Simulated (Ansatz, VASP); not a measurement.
# Se in VASP and in Ansatz

INCAR

```
SYSTEM = Se
PREC = Accurate
ENCUT = 520
EDIFF = 1E-7
ISMEAR = -1
SIGMA = 0.08
LREAL = .FALSE.
LASPH = .TRUE.
NELM = 100
ALGO = Normal
ISIF = 2
LWAVE = .FALSE.
LCHARG = .TRUE.
LELF = .TRUE.
LVHAR = .TRUE.
NBANDS = 9
```

KPOINTS

```
regular mesh
0
G
  13 13 13
  0 0 0
```

The input POSCAR:

```
Se
1.0
    2.7692252750      0.0000000000      0.0000000000
    0.0000000000      2.7692252750      0.0000000000
    0.0000000000      0.0000000000      2.7692252750
Se
1
Direct
    0.0000000000      0.0000000000      0.0000000000
```

Input for Ansatz:

```yaml
crystal:
  lattice:
    - [2.769225275, 0.0, 0.0]
    - [0.0, 2.769225275, 0.0]
    - [0.0, 0.0, 2.769225275]
  atoms:
    - { symbol: Se, position: [0.0, 0.0, 0.0] }
kpoints:
  mp_grid: { grid: [13, 13, 13] }
scf:
  occupations: { method: fermi_dirac, width: 0.08 }
hamiltonian:
  xc: lda
  pseudopotentials: { kind: all_electron, datasets: crystal }
output:
  forces: true
  stress: true
  eigenvalues: true
```

Change from the starting cell: volume scaled by 1, crystal datasets.

Alike in both runs: task single point; functional LDA; k mesh 13 × 13 × 13; occupations fermi-dirac, width 0.08 eV; no spin polarisation.

```csv
,VASP,Ansatz
version,VASP 6.6.1,Ansatz 0.2.0
potentials or method,"VASP PAW LDA potentials, release 64 (Se), cutoff 520 eV","all-electron PAW with datasets made for the crystal, scalar-relativistic"
```

```csv
,VASP,Ansatz,Ansatz less VASP
pressure (GPa),0.1,0.0,-0.20
```

LDA's correlation is that of Perdew and Zunger in VASP and of Perdew and Wang (1992) in Ansatz. Ansatz ran all-electron here, and VASP with PAW potentials.
